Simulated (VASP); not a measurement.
Write the native input for VASP 6.6.1 that does the following.

| Quantity | Value |
| --- | --- |
| Task | single point |
| Functional | PBE |
| Potentials or basis | VASP PAW PBE potentials, release 64 (Sn_d) |
| Cutoff | 520 eV |
| k mesh | 9 × 9 × 9 |
| Occupations | gaussian, width 0.3 eV |
| Spin | no spin polarisation |
| Dipole correction | no |
| Further INCAR settings | ALGO = Normal; EDIFF = 1e-06; NBANDS = 21 |

The structure of Sn lies in POSCAR:

```
Sn
1.0
    0.0000000000      3.2333430000      3.2333430000
    3.2333430000      0.0000000000      3.2333430000
    3.2333430000      3.2333430000      0.0000000000
Sn
2
Direct
    0.0000000000      0.0000000000      0.0000000000
    0.2500000000      0.2500000000      0.2500000000
```

This isn't the form of Sn at room conditions, which is tetragonal (white tin).

These files were run (other wordings do the same):

INCAR

```
PREC     = Accurate       # precision mode
ENCUT    = 520            # plane-wave cutoff, eV
EDIFF    = 1E-6           # SCF threshold, eV
ISMEAR   = 0              # smearing method
SIGMA    = 0.3            # smearing width, eV
LREAL    = F              # projectors in reciprocal space
LASPH    = T              # aspherical terms in the spheres
NELM     = 100            # most SCF steps
ALGO     = Normal         # electronic algorithm
ISIF     = 2              # what is computed and relaxed
LWAVE    = F              # write WAVECAR
LCHARG   = T              # write CHGCAR
GGA      = PE             # functional
LELF     = T              # ELF
LVHAR    = T            
NBANDS   = 21             # bands
```

KPOINTS

```
Automatic mesh
0
Gamma
  9 9 9
```

Potentials or basis: VASP PAW PBE potentials, release 64 (Sn_d).

Command:

```console
$ cat potpaw_PBE.64/Sn_d/POTCAR > POTCAR
$ mpirun -np 1 vasp_std > vasp.out
```

Results of the run:

```json
{
  "Pressure": "3.8 GPa",
  "Band gap on the k mesh": "zero (bands 14 and 15 overlap by 0.05 eV)"
}
```

Caveat: the cell stands under pressure; so wide a smearing shifts energies and pressures; spin-orbit coupling is left out, which moves the levels of the heavy elements.

Wall time 55 s on 1 thread of Intel Xeon 8259CL, on a shared host, peak memory 0.22 GiB.
